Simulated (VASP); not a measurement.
# Hg (Fm-3m) in VASP: settings compared, part 2 of 3

VASP 6.6.1.

## Step 3: Electric field gradients, PBE

File INCAR:

```
SYSTEM = Hg
PREC = Accurate ; ENCUT = 520
EDIFF = 1E-8 ; ISMEAR = 0
SIGMA = 0.1 ; LREAL = .False.
LASPH = .True. ; NELM = 80
ALGO = Fast ; ISIF = 2
LWAVE = .False. ; LCHARG = .False.
GGA = PE ; LEFG = .True.
NELECT = 14.0 ; NBANDS = 12
```

File KPOINTS:

```
Automatic mesh
0
Gamma
  8 8 8
  0 0 0
```

File POSCAR:

```
Hg
1.0
    0.0000000000      2.3919113801      2.3919113801
    2.3919113801      0.0000000000      2.3919113801
    2.3919113801      2.3919113801      0.0000000000
Hg
1
Direct
    0.0000000000      0.0000000000      0.0000000000
```

Potentials or basis: VASP PAW PBE potentials, release 64 (Hg).

The run is started by

```
> cat potpaw_PBE.64/Hg/POTCAR > POTCAR
> mpirun -np 1 vasp_std > vasp.out
```

OUTCAR:

```text
SYSTEM = Hg
   PREC = Accurate
   ENCUT = 520
   EDIFF = 1E-8
   ISMEAR = 0
   LREAL = .False.
   LASPH = .True.
   NELM = 80
   ISIF = 2
   GGA = PE
   NELECT = 14.0

 ion  position               nearest neighbor table
   1  0.000  0.000  0.000-

  LATTYP: Found a face centered cubic cell.
 ALAT       =     4.7838227602

  Lattice vectors:

 A1 = (   0.0000000000,   2.3919113801,   2.3919113801)
 A2 = (   2.3919113801,   0.0000000000,   2.3919113801)
 A3 = (   2.3919113801,   2.3919113801,   0.0000000000)

Analysis of symmetry for initial positions (statically):
=====================================================================
 Subroutine PRICEL returns:
 Original cell was already a primitive cell.

 Routine SETGRP: Setting up the symmetry group for a
 face centered cubic supercell.

 Subroutine GETGRP returns: Found 48 space group operations
 (whereof 48 operations were pure point group operations)
 out of a pool of 48 trial point group operations.

The static configuration has the point symmetry O_h .

Analysis of symmetry for dynamics (positions and initial velocities):
=====================================================================
 Subroutine PRICEL returns:
 Original cell was already a primitive cell.

 Routine SETGRP: Setting up the symmetry group for a
 face centered cubic supercell.

 Subroutine GETGRP returns: Found 48 space group operations
 (whereof 48 operations were pure point group operations)
 out of a pool of 48 trial point group operations.

The dynamic configuration has the point symmetry O_h .

 Subroutine INISYM returns: Found 48 space group operations
 (whereof 48 operations are pure point group operations),
 and found     1 'primitive' translations

----------------------------------------------------------------------------------------

                                     Primitive cell

  volume of cell :      27.3694

  direct lattice vectors                    reciprocal lattice vectors
     0.000000000  2.391911380  2.391911380    -0.209037845  0.209037845  0.209037845
     2.391911380  0.000000000  2.391911380     0.209037845 -0.209037845  0.209037845
     2.391911380  2.391911380  0.000000000     0.209037845  0.209037845 -0.209037845

  length of vectors
     3.382673514  3.382673514  3.382673514     0.362064168  0.362064168  0.362064168

  position of ions in fractional coordinates (direct lattice)
     0.000000000  0.000000000  0.000000000

  ion indices of the primitive-cell ions
   primitive index   ion index
                 1           1

----------------------------------------------------------------------------------------

 KPOINTS: Automatic mesh

Automatic generation of k-mesh.
 Grid dimensions read from file:
 generate k-points for:    8    8    8

 Generating k-lattice:

  Cartesian coordinates                     Fractional coordinates (reciprocal lattice)
[... 73 lines left out ...]
   EMIN   =  10.00;   EMAX   =-10.00  energy-range for DOS
   EFERMI =   0.00;   METHOD = LEGACY
   ISMEAR =     0;   SIGMA  =   0.10  broadening in eV -4-tet -1-fermi 0-gaus
   EFERMI_NEDOS =   21; number of points for ismear=-14 and -15
   IALGO  =     68    algorithm
   IMIX   =      4    mixing-type and parameters
     AMIX     =   0.40;   BMIX     =  1.00
     AMIX_MAG =   1.60;   BMIX_MAG =  1.00
  volume/ion in A,a.u.               =      27.37       184.70
  Fermi-wavevector in a.u.,A,eV,Ry     =   1.309270  2.474161 23.322929  1.714187
  Thomas-Fermi vector in A             =   2.439880
   LORBIT       =      0    0 simple, 1 ext, 2 COOP (PROOUT), +10 PAW based schemes
   GGA     = PE    functional components
   LHFCALC =     F    Hartree Fock is set to
   AEXX    =    0.0000 exact exchange contribution
   IVDW    =     0    specifies the selected vdW correction
   LEPSILON=     F    determine dielectric tensor
   LRPA    =     F    only Hartree local field effects (RPA)
 non-spin polarized calculation
 RMM-DIIS sequential band-by-band and
 Gauss-broadening in eV      SIGMA  =   0.10
  energy-cutoff  :      520.00
  volume of cell :       27.37
 maximum number of plane-waves:       754
 NGX is ok and might be reduce to    28
   NGX = 13   NGY = 13   NGZ = 13

 number of electron      13.9999999 magnetization

 Free energy of the ion-electron system (eV)
  ---------------------------------------------------
  ext. energy  EPLUGINS =         0.00000000
  ---------------------------------------------------
  free energy    TOTEN  =         7.18945196 eV

  energy without entropy =        7.19224177  energy(sigma->0) =        7.19084687

 E-fermi :   5.5700     XC(G=0): -11.3607

 val. band max:        5.5359739176   @ k =  -0.3750   0.2500   0.0000
 cond. band min:       5.6979389811   @ k =  -0.3750   0.5000   0.1250
 fundamental gap:      0.1619650635
 Fermi energy:         5.5700406400

 k-point     1 :       0.0000    0.0000    0.0000
  band No.  band energies     occupation
      1      -7.3743      2.00000
      2      -5.3578      2.00000
      3      -5.3578      2.00000
      4      -5.3578      2.00000
      5      -4.8528      2.00000
      6      -4.8528      2.00000
      7      13.4550      0.00000
      8      14.0089      0.00000
      9      14.0089      0.00000
     10      14.0089      0.00000
     11      17.2821      0.00000
     12      18.6953      0.00000
[... 331 lines left out ...]
 k-point    24 :      -0.3750    0.2500    0.1250
  band No.  band energies     occupation
      1      -5.7914      2.00000
      2      -5.5340      2.00000
      3      -5.0322      2.00000
      4      -4.9935      2.00000
      5      -4.4562      2.00000
      6      -0.5379      2.00000
      7       0.8379      2.00000
      8       7.2457      0.00000
      9       8.6617      0.00000
     10      13.6685      0.00000
     11      16.9785      0.00000
     12      21.0519      0.00000

 [... further k-points ...]

------------------------ aborting loop because EDIFF is reached ----------------------------------------

  FORCE on cell =-STRESS in cart. coord.  units (eV):
  Direction    XX          YY          ZZ          XY          YZ          ZX
  --------------------------------------------------------------------------------------
  -------------------------------------------------------------------------------------
  Total       16.7629110     16.7629110     16.7629110     -0.0000000     -0.0000000      0.0000000
  in kB      981.2841194    981.2841194    981.2841194     -0.0000000     -0.0000000      0.0000000
  external PRESSURE =     981.2841194 kB  Pullay stress =       0.0000000 kB

 VOLUME and BASIS-vectors are now :
 -----------------------------------------------------------------------------
  energy-cutoff  :      520.00
  volume of cell :       27.37
      direct lattice vectors                 reciprocal lattice vectors
     0.000000000  2.391911380  2.391911380    -0.209037845  0.209037845  0.209037845
     2.391911380  0.000000000  2.391911380     0.209037845 -0.209037845  0.209037845
     2.391911380  2.391911380  0.000000000     0.209037845  0.209037845 -0.209037845

 POSITION                                       TOTAL-FORCE (eV/Angst)
 -----------------------------------------------------------------------------------
      0.00000      0.00000      0.00000         0.000000     -0.000000      0.000000
 -----------------------------------------------------------------------------------
    total drift:                               -0.000000     -0.000000     -0.000000

  FREE ENERGIE OF THE ION-ELECTRON SYSTEM (eV)
  ---------------------------------------------------
  free  energy   TOTEN  =         7.1894519580 eV

  energy  without entropy=        7.1922417725  energy(sigma->0) =        7.19084687

 Electric field gradients (V/A^2)
---------------------------------------------------------------------
 ion       V_xx      V_yy      V_zz      V_xy      V_xz      V_yz
---------------------------------------------------------------------
   1      -0.000     0.000     0.000     0.000     0.000     0.000
---------------------------------------------------------------------

 Electric field gradients after diagonalization (V/A^2)
 (convention: |V_zz| > |V_xx| > |V_yy|)
----------------------------------------------------------------------
 ion       V_xx      V_yy      V_zz     asymmetry (V_yy - V_xx)/ V_zz
----------------------------------------------------------------------
   1      -0.000    -0.000     0.000       0.000
----------------------------------------------------------------------

           NMR quadrupolar parameters

 Cq : quadrupolar parameter    Cq=e*Q*V_zz/h
 eta: asymmetry parameters     (V_yy - V_xx)/ V_zz
 Q  : nuclear electric quadrupole moment in mb (millibarn)
----------------------------------------------------------------------
 ion       Cq(MHz)       eta       Q (mb)
----------------------------------------------------------------------
   1       0.000       0.000       1.000
----------------------------------------------------------------------
```

stdout:

```text
POSCAR found type information on POSCAR Hg
 POSCAR found :  1 types and       1 ions
 scaLAPACK will be used
 LDA part: xc-table for (Slater+PW92), standard interpolation
 POSCAR, INCAR and KPOINTS ok, starting setup
 FFT: planning ... GRIDC
 FFT: planning ... GRID_SOFT
 FFT: planning ... GRID
 WAVECAR not read
 entering main loop
 the old and the new charge density differ
 old charge density:    12.00000 new   14.00000
    0.907E+00
ion   1
```

Run time: 27 s. Hardware: 1 thread of Intel Xeon 8259CL, shared host; peak memory 0.15 GiB.

Results:

```
Free energy : 7.1895 eV
```

Caveat: the cell carries a net charge on a neutralising background, which shifts energy and pressure; the cell is charged against a uniform background, so pressure and absolute levels hang on convention; without QUAD_EFG the Cq values of the log hold for a quadrupole moment of 1 mb, not for the nuclei; spin-orbit coupling is left out, which moves the levels of the heavy elements.

(Continued in part 3 of 3.)
